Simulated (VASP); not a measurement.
# InP (P-6m2) in VASP: a series of runs, part 2 of 2

VASP 6.6.1. The steps go on from the part before.

## 3. Single point, PBE

This run uses another cell than the first one, of 22.08 Å³/atom.

INCAR reads:

```
  PREC = Accurate
  ENCUT = 520
  EDIFF = 1E-7
  ISMEAR = 0
  SIGMA = 0.1
  LREAL = False
  LASPH = True
  NELM = 80
  ALGO = Normal
  ISIF = 2
  LWAVE = False
  LCHARG = True
  GGA = PE
  LELF = True
  LVHAR = True
  NBANDS = 16
```

KPOINTS reads:

```
regular mesh
0
Gamma
  18 18 16
```

POSCAR reads:

```
InP
1.0
    3.8500556662      0.0000000000      0.0000000000
   -1.9250278331      3.3342460129      0.0000000000
    0.0000000000      0.0000000000      3.4395679782
In P
1 1
Direct
    0.0000000000      0.0000000000      0.0000000000
    0.6666666667      0.3333333333      0.5000000000
```

Potentials or basis: VASP PAW PBE potentials, release 64 (In_d, P).

Run with:

```
$ cat potpaw_PBE.64/In_d/POTCAR potpaw_PBE.64/P/POTCAR > POTCAR
$ mpirun -np 1 vasp_std > vasp.out
```

OUTCAR:

```text
PREC = Accurate
   ENCUT = 520
   EDIFF = 1E-7
   ISMEAR = 0
   LREAL = False
   LASPH = True
   NELM = 80
   ISIF = 2
   GGA = PE

 ion  position               nearest neighbor table
   1  0.000  0.000  0.000-   2 2.81   2 2.81   2 2.81   2 2.81   2 2.81   2 2.81
   2  0.667  0.333  0.500-   1 2.81   1 2.81   1 2.81   1 2.81   1 2.81   1 2.81

  LATTYP: Found a hexagonal cell.
 ALAT       =     3.8500556662
 C/A-ratio  =     0.8933813629

  Lattice vectors:

 A1 = (   3.8500556662,   0.0000000000,   0.0000000000)
 A2 = (  -1.9250278331,   3.3342460129,   0.0000000000)
 A3 = (   0.0000000000,   0.0000000000,   3.4395679782)

Analysis of symmetry for initial positions (statically):
=====================================================================
 Subroutine PRICEL returns:
 Original cell was already a primitive cell.

 Routine SETGRP: Setting up the symmetry group for a
 hexagonal supercell.

 Subroutine GETGRP returns: Found 12 space group operations
 (whereof 12 operations were pure point group operations)
 out of a pool of 24 trial point group operations.

The static configuration has the point symmetry D_3h.

Analysis of symmetry for dynamics (positions and initial velocities):
=====================================================================
 Subroutine PRICEL returns:
 Original cell was already a primitive cell.

 Routine SETGRP: Setting up the symmetry group for a
 hexagonal supercell.

 Subroutine GETGRP returns: Found 12 space group operations
 (whereof 12 operations were pure point group operations)
 out of a pool of 24 trial point group operations.

The dynamic configuration has the point symmetry D_3h.

 Subroutine INISYM returns: Found 12 space group operations
 (whereof 12 operations are pure point group operations),
 and found     1 'primitive' translations

----------------------------------------------------------------------------------------

                                     Primitive cell

[... 111 lines left out ...]
  volume/ion in A,a.u.               =      22.08       148.98
  Fermi-wavevector in a.u.,A,eV,Ry     =   1.213881  2.293903 20.048284  1.473507
  Thomas-Fermi vector in A             =   2.349319
   LORBIT       =      0    0 simple, 1 ext, 2 COOP (PROOUT), +10 PAW based schemes
   GGA     = PE    functional components
   LHFCALC =     F    Hartree Fock is set to
   AEXX    =    0.0000 exact exchange contribution
   IVDW    =     0    specifies the selected vdW correction
   LEPSILON=     F    determine dielectric tensor
   LRPA    =     F    only Hartree local field effects (RPA)
 non-spin polarized calculation
 Gauss-broadening in eV      SIGMA  =   0.10
  energy-cutoff  :      520.00
  volume of cell :       44.15
 maximum number of plane-waves:      1207
 NGX is ok and might be reduce to    30
   NGX = 15   NGY = 15   NGZ = 13

 number of electron      18.0000005 magnetization

 Free energy of the ion-electron system (eV)
  ---------------------------------------------------
  ext. energy  EPLUGINS =         0.00000000
  ---------------------------------------------------
  free energy    TOTEN  =        -7.59662321 eV

  energy without entropy =       -7.59140521  energy(sigma->0) =       -7.59401421

 E-fermi :   6.7394     XC(G=0): -10.1935

 val. band max:        6.7312531340   @ k =   0.3333   0.0556   0.5000
 cond. band min:       6.7405191297   @ k =   0.2222   0.1667   0.0625
 fundamental gap:      0.0092659957
 Fermi energy:         6.7393606040

 k-point     1 :       0.0000    0.0000    0.0000
  band No.  band energies     occupation
      1      -7.6384      2.00000
      2      -7.5432      2.00000
      3      -7.5432      2.00000
      4      -7.4204      2.00000
      5      -7.4204      2.00000
      6      -5.2667      2.00000
[... 433 lines left out ...]
      3      -7.4784      2.00000
      4      -7.4422      2.00000
      5      -7.4370      2.00000
      6      -3.4644      2.00000
[... 8 lines left out ...]
     15      17.7172      0.00000
     16      17.8013      0.00000

 [... further k-points ...]

------------------------ aborting loop because EDIFF is reached ----------------------------------------

  FORCE on cell =-STRESS in cart. coord.  units (eV):
  Direction    XX          YY          ZZ          XY          YZ          ZX
  --------------------------------------------------------------------------------------
  -------------------------------------------------------------------------------------
  Total       -0.0089227     -0.0089227     -0.0099373      0.0000000      0.0000000      0.0000000
  in kB       -0.3237717     -0.3237717     -0.3605864      0.0000000      0.0000000      0.0000000
  external PRESSURE =      -0.3360433 kB  Pullay stress =       0.0000000 kB

 VOLUME and BASIS-vectors are now :
 -----------------------------------------------------------------------------
  energy-cutoff  :      520.00
  volume of cell :       44.15
      direct lattice vectors                 reciprocal lattice vectors
     3.850055666  0.000000000  0.000000000     0.259736504  0.149958941  0.000000000
    -1.925027833  3.334246013  0.000000000     0.000000000  0.299917881  0.000000000
     0.000000000  0.000000000  3.439567978     0.000000000  0.000000000  0.290734187

 POSITION                                       TOTAL-FORCE (eV/Angst)
 -----------------------------------------------------------------------------------
      0.00000      0.00000      0.00000        -0.000000      0.000000      0.000000
      1.92503      1.11142      1.71978         0.000000     -0.000000      0.000000
 -----------------------------------------------------------------------------------
    total drift:                                0.000000     -0.000000      0.000000

  FREE ENERGIE OF THE ION-ELECTRON SYSTEM (eV)
  ---------------------------------------------------
  free  energy   TOTEN  =        -7.5966232113 eV

  energy  without entropy=       -7.5914052128  energy(sigma->0) =       -7.59401421
```

stdout:

```text
POSCAR found type information on POSCAR InP
 POSCAR found :  2 types and       2 ions
 scaLAPACK will be used
 LDA part: xc-table for (Slater+PW92), standard interpolation
 POSCAR, INCAR and KPOINTS ok, starting setup
 FFT: planning ... GRIDC
 FFT: planning ... GRID_SOFT
 FFT: planning ... GRID
 WAVECAR not read
 entering main loop
```

It took 94 s on 1 thread of Intel Xeon 6975P-C (Granite Rapids), shared host; peak memory 0.34 GiB.

Results:

```yaml
Free_energy: -7.5966 eV
Pressure: 0.0 GPa
Band_gap_on_the_k_mesh: zero (bands 9 and 10 overlap by 2.92 eV)
```

Caveat: spin-orbit coupling is left out, which moves the levels of the heavy elements.

## 4. Relaxation of cell and atoms, PBE

This run uses another cell than the first one, of 21.91 Å³/atom.

INCAR reads:

```
SYSTEM = InP
PREC = Accurate
ENCUT = 600
EDIFF = 1E-7
ISMEAR = 0
SIGMA = 0.1
LREAL = .False.
LASPH = .True.
NELM = 60
ALGO = Normal
ISIF = 3
LWAVE = .False.
LCHARG = .False.
GGA = PE
IBRION = 2
NSW = 100
EDIFFG = -0.01
```

KPOINTS reads:

```
Automatic mesh
0
Gamma
  18 18 16
  0 0 0
```

POSCAR reads:

```
InP
1.0
    3.7925248355      0.0000000000      0.0000000000
   -1.8962624177      3.2844228520      0.0000000000
    0.0000000000      0.0000000000      3.5173591478
In P
1 1
Direct
    0.0000000000      0.0000000000      0.0000000000
    0.6666666667      0.3333333333      0.5000000000
```

Run with:

```
$ cat potpaw_PBE.64/In_d/POTCAR potpaw_PBE.64/P/POTCAR > POTCAR
$ mpirun -np 1 vasp_std > vasp.out
```

Run time: 4 min. Hardware: 1 thread of Intel Xeon 6975P-C (Granite Rapids), shared host; peak memory 0.37 GiB.

It converged, with:

```yaml
Free_energy: -7.5967 eV
Relaxed_volume: 22.07 Å³/atom
Relaxed_cell: a = 3.848 Å, b = 3.848 Å, c = 3.443 Å, α = 90.00°, β = 90.00°, γ = 120.00°
Space_group_after_relaxing_to_0.1_Å: P-6m2 (No. 187)
Energy_gained_by_relaxing: 3.5 meV/atom
Ionic_steps: 5
Pressure_after_relaxing: 0.0 GPa
Band_gap_on_the_k_mesh: zero (bands 9 and 10 overlap by 2.91 eV)
```

Step by step:
```
step  energy change (eV)  largest force (eV/Å)  pressure (GPa)  volume (Å³)
   1              0.0000                0.0000            0.00        43.81
   2             -0.0042                0.0000            0.20        43.81
   3             -0.0063                0.0000            0.50        43.79
   4             -0.0067                0.0000           -0.28        44.35
   5             -0.0069                0.0000           -0.01        44.15
```

Final structure:
```cif
data_structure
_symmetry_space_group_name_H-M 'P 1'
_symmetry_Int_Tables_number 1
_cell_length_a 3.8482
_cell_length_b 3.8482
_cell_length_c 3.4427
_cell_angle_alpha 90.000
_cell_angle_beta 90.000
_cell_angle_gamma 120.000
_cell_volume 44.15
loop_
_atom_site_label
_atom_site_type_symbol
_atom_site_fract_x
_atom_site_fract_y
_atom_site_fract_z
_atom_site_occupancy
In1 In 0.00000 0.00000 0.00000 1
P1 P 0.66667 0.33333 0.50000 1
```

Levels at points of the mesh, in eV from the Fermi level:
```
           k point  band 5  band 6  band 7  band 8  band 9  band 10  band 11  band 12  band 13
(0.00, 0.00, 0.00)  -14.16  -12.00   -0.56   -0.54   -0.41    -0.41     4.62     4.62     5.12
(0.50, 0.00, 0.00)  -14.17  -10.17   -6.56   -1.99    0.85     0.98     5.33     6.14     6.35
(0.00, 0.00, 0.50)  -14.14  -10.14   -7.06    0.61    0.61     3.56     4.30     5.89     5.89
(0.50, 0.00, 0.50)  -14.05   -8.58   -4.61   -3.81   -2.57     0.03     3.39     3.87     5.23
```

Caveat: spin-orbit coupling is left out, which moves the levels of the heavy elements.

## 5. The runs side by side

```csv
task,cell,k mesh,cutoff (eV),gap on the mesh (eV),pressure (GPa),relaxed volume (Å³/atom)
relaxation of cell and atoms,"relaxed from a = 3.520, b = 3.520, c = 3.435 Å, angles 90.0, 90.0, 120.0°, 2 atoms",6 × 6 × 6,600,none,0.2,21.92
single point,"a = 3.850, b = 3.850, c = 3.440 Å, angles 90.0, 90.0, 120.0°, 2 atoms",18 × 18 × 16,520,none,0.0,-
relaxation of cell and atoms,"relaxed from a = 3.793, b = 3.793, c = 3.517 Å, angles 90.0, 90.0, 120.0°, 2 atoms",18 × 18 × 16,600,none,0.0,22.07
```

Alike in all rows: level PBE; potentials or basis VASP PAW PBE potentials, release 64 (In_d, P); no spin polarisation; smearing gaussian 0.1 eV.

Caveats: spin-orbit coupling is left out, which moves the levels of the heavy elements; the volume moved by over 15 % at a fixed basis, so the end points are rough (at least some runs).

Total energies depend on the potentials used, so only differences within one code and one set of settings carry meaning.
